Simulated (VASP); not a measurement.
# Ir (P6_3/mmc) in VASP: notebook, part 2 of 2

VASP 6.6.1.

## 3. Single point, r2SCAN

This run uses another cell than the first one, of 12.56 Å³/atom.

File POSCAR:

```
Ir
1.0
    2.6390622030      0.0000000000      0.0000000000
   -1.3195311015      2.2854949100      0.0000000000
    0.0000000000      0.0000000000      4.1657580652
Ir
2
Direct
    0.3333333333      0.6666666667      0.2500000000
    0.6666666667      0.3333333333      0.7500000000
```

File INCAR.step1:

```
SYSTEM = Ir
  PREC = Accurate
  ENCUT = 620
  ISMEAR = 0
  SIGMA = 0.1
  LREAL = .FALSE.
  LASPH = .TRUE.
  NELM = 120
  NBANDS = 24
  GGA = PE
  ALGO = Normal
  EDIFF = 1E-5
  LWAVE = .TRUE.
  LCHARG = .FALSE.
  GGA_COMPAT = .FALSE.
```

File INCAR.step2:

```
SYSTEM = Ir
  PREC = Accurate
  ENCUT = 620
  EDIFF = 1E-6
  ISMEAR = 0
  SIGMA = 0.1
  LREAL = .FALSE.
  LASPH = .TRUE.
  NELM = 120
  ALGO = Normal
  ISIF = 2
  LWAVE = .FALSE.
  LCHARG = .FALSE.
  METAGGA = R2SCAN
  LMIXTAU = .TRUE.
  NBANDS = 24
  ISTART = 1
  GGA_COMPAT = .FALSE.
```

File KPOINTS:

```
Automatic mesh
0
G
  6 6 4
  0 0 0
```

Potentials or basis: VASP PAW PBE potentials, release 64 (Ir_sv_GW).

The run is started by

```bash
> cat potpaw_PBE.64/Ir_sv_GW/POTCAR > POTCAR
> cp INCAR.step1 INCAR
> mpirun -np 1 vasp_std > vasp.out
> cp INCAR.step2 INCAR
> mpirun -np 1 vasp_std > vasp.out
```

OUTCAR:

```text
SYSTEM = Ir
   PREC = Accurate
   ENCUT = 620
   EDIFF = 1E-6
   ISMEAR = 0
   LREAL = .FALSE.
   LASPH = .TRUE.
   NELM = 120
   ISIF = 2
   METAGGA = R2SCAN
   ISTART = 1

 ion  position               nearest neighbor table
   1  0.333  0.667  0.250-   2 2.58   2 2.58   2 2.58   2 2.58   2 2.58   2 2.58
   2  0.667  0.333  0.750-   1 2.58   1 2.58   1 2.58   1 2.58   1 2.58   1 2.58

  LATTYP: Found a hexagonal cell.
 ALAT       =     2.6390622030
 C/A-ratio  =     1.5784993853

  Lattice vectors:

 A1 = (   2.6390622030,   0.0000000000,   0.0000000000)
 A2 = (  -1.3195311015,   2.2854949100,   0.0000000000)
 A3 = (   0.0000000000,   0.0000000000,   4.1657580652)

Analysis of symmetry for initial positions (statically):
=====================================================================
 Subroutine PRICEL returns:
 Original cell was already a primitive cell.

 Routine SETGRP: Setting up the symmetry group for a
 hexagonal supercell.

 Subroutine GETGRP returns: Found 24 space group operations
 (whereof 12 operations were pure point group operations)
 out of a pool of 24 trial point group operations.

The static configuration has the point symmetry D_3d.
 The point group associated with its full space group is D_6h.

Analysis of symmetry for dynamics (positions and initial velocities):
=====================================================================
 Subroutine PRICEL returns:
 Original cell was already a primitive cell.

 Routine SETGRP: Setting up the symmetry group for a
 hexagonal supercell.

 Subroutine GETGRP returns: Found 24 space group operations
 (whereof 12 operations were pure point group operations)
 out of a pool of 24 trial point group operations.

The dynamic configuration has the point symmetry D_3d.
 The point group associated with its full space group is D_6h.

 Subroutine INISYM returns: Found 24 space group operations
 (whereof 12 operations are pure point group operations),
 and found     1 'primitive' translations

----------------------------------------------------------------------------------------

                                     Primitive cell

  volume of cell :      25.1260

  direct lattice vectors                    reciprocal lattice vectors
     2.639062203  0.000000000  0.000000000     0.378922482  0.218770997  0.000000000
    -1.319531101  2.285494910  0.000000000     0.000000000  0.437541994  0.000000000
     0.000000000  0.000000000  4.165758065     0.000000000  0.000000000  0.240052347

  length of vectors
     2.639062203  2.639062203  4.165758065     0.437541994  0.437541994  0.240052347

  position of ions in fractional coordinates (direct lattice)
     0.333333333  0.666666667  0.250000000
     0.666666667  0.333333333  0.750000000

  ion indices of the primitive-cell ions
   primitive index   ion index
                 1           1
                 2           2

----------------------------------------------------------------------------------------

 KPOINTS: Automatic mesh

Automatic generation of k-mesh.
 Grid dimensions read from file:
 generate k-points for:    6    6    4

 Generating k-lattice:

  Cartesian coordinates                     Fractional coordinates (reciprocal lattice)
     0.063153747  0.036461833  0.000000000     0.166666667  0.000000000  0.000000000
     0.000000000  0.072923666  0.000000000     0.000000000  0.166666667  0.000000000
     0.000000000  0.000000000  0.060013087     0.000000000  0.000000000  0.250000000

  Length of vectors
     0.072923666  0.072923666  0.060013087

  Shift w.r.t. Gamma in fractional coordinates (k-lattice)
     0.000000000  0.000000000  0.000000000

 Subroutine IBZKPT returns following result:
 ===========================================

 Found     21 irreducible k-points:

 Following reciprocal coordinates:
            Coordinates               Weight
  0.000000  0.000000  0.000000      1.000000
  0.166667  0.000000  0.000000      6.000000
  0.333333  0.000000  0.000000      6.000000
  0.500000  0.000000  0.000000      3.000000
  0.166667  0.166667  0.000000      6.000000
  0.333333  0.166667  0.000000     12.000000
[... 13 lines left out ...]
  0.333333  0.166667  0.500000     12.000000
  0.333333  0.333333  0.500000      2.000000
   k-points           NKPTS =     21   k-points in BZ     NKDIM =     21   number of bands    NBANDS=     24
   number of dos      NEDOS =    301   number of ions     NIONS =      2
   total plane-waves  NPLWV =  20736
   dimension x,y,z NGX =    24 NGY =   24 NGZ =   36
   dimension x,y,z NGXF=    48 NGYF=   48 NGZF=   72
   ions per type =               2
   NGX,Y,Z   is equivalent  to a cutoff of  15.12, 15.12, 14.37 a.u.
   NGXF,Y,Z  is equivalent  to a cutoff of  30.24, 30.24, 28.73 a.u.
 SYSTEM =  Ir
   PREC   = accura    normal or accurate (medium, high low for compatibility)
   ISTART =      1    job   : 0-new  1-cont  2-samecut
   ICHARG =      0    charge: 1-file 2-atom 10-const
   ISPIN  =      1    spin polarized calculation?
   LNONCOLLINEAR =      F non collinear calculations
   LSORBIT =      F    spin-orbit coupling
   LASPH  =      T    aspherical Exc in radial PAW
   ENCUT  =  620.0 eV  45.57 Ry    6.75 a.u.   5.36  5.36  8.46*2*pi/ulx,y,z
   NELM   =    120;   NELMIN=  2; NELMDL=  0     # of ELM steps
   EDIFF  = 0.1E-05   stopping-criterion for ELM
   LREAL  =      F    real-space projection
   EDIFFG = 0.1E-04   stopping-criterion for IOM
   NSW    =      0    number of steps for IOM
   IBRION =     -1    ionic relax: 0-MD 1-quasi-New 2-CG
   NFREE  =      0    steps in history (QN), initial steepest desc. (CG)
   ISIF   =      2    stress and relaxation
   ISYM   =      2    0-nonsym 1-usesym 2-fastsym
   POTIM  = 0.5000    time-step for ionic-motion
   TEBEG  =    0.0;   TEEND  =   0.0 temperature during run
   PSTRESS=    0.0 pullay stress
   NELECT =      34.0000    total number of electrons
   NUPDOWN=      -1.0000    fix difference up-down
   EMIN   =  10.00;   EMAX   =-10.00  energy-range for DOS
   EFERMI =   0.00;   METHOD = LEGACY
   ISMEAR =     0;   SIGMA  =   0.10  broadening in eV -4-tet -1-fermi 0-gaus
   EFERMI_NEDOS =   21; number of points for ismear=-14 and -15
   IALGO  =     38    algorithm
   IMIX   =      4    mixing-type and parameters
     AMIX     =   0.40;   BMIX     =  1.00
     AMIX_MAG =   1.60;   BMIX_MAG =  1.00
  volume/ion in A,a.u.               =      12.56        84.78
  Fermi-wavevector in a.u.,A,eV,Ry     =   1.810756  3.421832 44.611268  3.278836
  Thomas-Fermi vector in A             =   2.869352
   LORBIT       =      0    0 simple, 1 ext, 2 COOP (PROOUT), +10 PAW based schemes
   METAGGA = R2SCAN    functional components
   LHFCALC =     F    Hartree Fock is set to
   AEXX    =    0.0000 exact exchange contribution
   IVDW    =     0    specifies the selected vdW correction
   LEPSILON=     F    determine dielectric tensor
   LRPA    =     F    only Hartree local field effects (RPA)
 non-spin polarized calculation
 Gauss-broadening in eV      SIGMA  =   0.10
  energy-cutoff  :      620.00
  volume of cell :       25.13
 maximum number of plane-waves:       911
 NGX is ok and might be reduce to    24
   NGX = 11   NGY = 11   NGZ = 17

 number of electron      34.0000000 magnetization

 Free energy of the ion-electron system (eV)
  ---------------------------------------------------
  ext. energy  EPLUGINS =         0.00000000
  ---------------------------------------------------
  free energy    TOTEN  =      -105.01065716 eV

  energy without entropy =     -105.00107925  energy(sigma->0) =     -105.00586820

 E-fermi :  15.1005     XC(G=0): -16.8058

 val. band max:       15.0487619526   @ k =   0.3333   0.1667   0.2500
 cond. band min:      15.2072691352   @ k =   0.3333   0.0000   0.5000
 fundamental gap:      0.1585071826
 Fermi energy:        15.1005340684

 k-point     1 :       0.0000    0.0000    0.0000
  band No.  band energies     occupation
      1     -80.3371      2.00000
      2     -80.1894      2.00000
      3     -37.3477      2.00000
      4     -36.1751      2.00000
      5     -36.1751      2.00000
      6     -35.9657      2.00000
[... 16 lines left out ...]
     23      31.8053      0.00000
     24      33.1763      0.00000
[... 517 lines left out ...]
      2     -80.1807      2.00000
      3     -37.0248      2.00000
      4     -37.0248      2.00000
      5     -36.6816      2.00000
      6     -36.6816      2.00000
[... 16 lines left out ...]
     23      26.7946      0.00000
     24      26.7946      0.00000

------------------------ aborting loop because EDIFF is reached ----------------------------------------

  FORCE on cell =-STRESS in cart. coord.  units (eV):
  Direction    XX          YY          ZZ          XY          YZ          ZX
  --------------------------------------------------------------------------------------
  -------------------------------------------------------------------------------------
  Total        9.4619997      9.4619997     11.4969296      0.0000000      0.0000000      0.0000000
  in kB      603.3503729    603.3503729    733.1089588      0.0000000      0.0000000      0.0000000
  external PRESSURE =     646.6032349 kB  Pullay stress =       0.0000000 kB

 VOLUME and BASIS-vectors are now :
 -----------------------------------------------------------------------------
  energy-cutoff  :      620.00
  volume of cell :       25.13
      direct lattice vectors                 reciprocal lattice vectors
     2.639062203  0.000000000  0.000000000     0.378922482  0.218770997  0.000000000
    -1.319531101  2.285494910  0.000000000     0.000000000  0.437541994  0.000000000
     0.000000000  0.000000000  4.165758065     0.000000000  0.000000000  0.240052347

 POSITION                                       TOTAL-FORCE (eV/Angst)
 -----------------------------------------------------------------------------------
     -0.00000      1.52366      1.04144         0.000000     -0.000000     -0.000000
      1.31953      0.76183      3.12432        -0.000000      0.000000      0.000000
 -----------------------------------------------------------------------------------
    total drift:                               -0.000000      0.000000     -0.000000

  FREE ENERGIE OF THE ION-ELECTRON SYSTEM (eV)
  ---------------------------------------------------
  free  energy   TOTEN  =      -105.0106571623 eV

  energy  without entropy=     -105.0010792456  energy(sigma->0) =     -105.00586820
```

Run time: 70 s. Hardware: 1 thread of Intel Xeon Platinum 8559C (Emerald Rapids), shared host; peak memory 0.17 GiB.

What came out:

```yaml
Free_energy: -105.0107 eV
Pressure: 64.7 GPa
Band_gap_on_the_k_mesh: zero (bands 17 and 18 overlap by 4.27 eV)
```

Caveat: the k points lie up to 0.46 Å⁻¹ apart, too coarse for converged energies and pressures of a metal; the PAW data sets were made with another functional, which shifts forces and pressure a little; spin-orbit coupling is left out, which moves the levels of the heavy elements.

The gap in the log of VASP goes by the Fermi energy; the results here count the filled bands.